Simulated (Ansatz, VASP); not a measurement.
Nb: VASP beside Ansatz

```
CELL_PARAMETERS angstrom
2.16040 0.00000 0.00000
0.00000 2.16040 0.00000
0.00000 0.00000 2.16040
ATOMIC_POSITIONS crystal
Nb 0.00000 0.00000 0.00000
```

Change from the starting cell: volume scaled by 0.5, LAPW.

Alike in both runs: task single point; functional PBE; k mesh 16 × 16 × 16; occupations fermi-dirac, width 0.1 eV; no spin polarisation.

|  | VASP | Ansatz |
| --- | --- | --- |
| version | VASP 6.6.1 | Ansatz 0.2.0 |
| potentials or method | VASP PAW PBE potentials, release 64 (Nb_sv), cutoff 520 eV | all-electron LAPW, scalar-relativistic |

```csv
,VASP,Ansatz,Ansatz less VASP
pressure (GPa),353.6,352.9,-0.72
```

Both programs put the cell under a high pressure, so it lies far from rest at this level. Ansatz ran all-electron here, and VASP with PAW potentials.

Noted on VASP's run: the cell as given lies far from equilibrium.
